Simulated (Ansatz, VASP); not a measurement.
# CaO in VASP and in Ansatz

```
CELL_PARAMETERS angstrom
0.00000 2.39755 2.39755
2.39755 0.00000 2.39755
2.39755 2.39755 0.00000
ATOMIC_POSITIONS crystal
Ca 0.00000 0.00000 0.00000
O 0.50000 0.50000 0.50000
```

Alike in both runs: task single point; functional HSE06; k mesh 6 × 6 × 6; no spin polarisation.

|  | VASP | Ansatz |
| --- | --- | --- |
| version | VASP 6.6.1 | Ansatz 0.2.0 |
| potentials or method | VASP PAW PBE potentials, release 64 (Ca_sv, O) | plane waves, PAW |
| plane-wave cutoff (eV) | 520 | 420 |
| occupations | gaussian, width 0.01 eV | fixed |
| valence electrons in the cell | 16 | 16 |

```csv
,VASP,Ansatz,Ansatz less VASP
gap on the k mesh at the Fermi level (eV),5.29,5.31,+0.018
pressure (GPa),1.0,0.2,-0.74
```

Ansatz's warnings: stress exchange threshold loose, stress scf threshold loose.
